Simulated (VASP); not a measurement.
# Te2Pt (Moncheite): single point with RPBE

The system is Te2Pt (Moncheite).

```xyz
3
Lattice="4.0564 0.0000 0.0000 -2.0282 3.5129 0.0000 0.0000 0.0000 8.7484" Properties=species:S:1:pos:R:3 pbc="T T T"
Pt    0.0000    0.0000    0.0000
Te    2.0282    1.1710    7.3558
Te    0.0000    2.3419    1.3926
```

* Program: VASP 6.6.1
* Task: single point
* Functional: RPBE
* Potentials or basis: VASP PAW PBE potentials, release 64 (Pt, Te)
* Cutoff: 500 eV
* k mesh: 8 × 8 × 5
* Occupations: fermi-dirac, width 0.05 eV
* Spin: no spin polarisation

```
Pressure               : -0.2 GPa
Largest force          : 0.035 eV/Å
Band gap on the k mesh : 0.75 eV, indirect (least direct gap 1.10 eV)
```

Forces in eV/Å, atoms in the order of the input:
```
Pt   0.000  0.000  0.000
Te   0.000  0.000  0.035
Te   0.000  0.000 -0.035
```

Levels at points of the mesh, in eV from the valence-band top:
```
           k point  band 7  band 8  band 9  band 10  band 11  band 12  band 13  band 14  band 15  band 16
(0.00, 0.00, 0.00)   -3.16   -1.84   -0.43     0.00     0.00     2.28     2.28     3.58     4.35     6.13
(0.50, 0.00, 0.00)   -2.84   -2.77   -2.46    -1.99    -1.54     1.63     2.05     3.26     5.10     6.44
```

It took 43 s on 1 thread of Intel(R) Xeon(R) 6975P-C (Granite Rapids) (shared host), peak memory 0.27 GiB.

Caveat: the PAW data sets were made with another functional, which shifts forces and pressure a little; spin-orbit coupling is left out, which moves the levels of the heavy elements. A k mesh can miss the band edges.
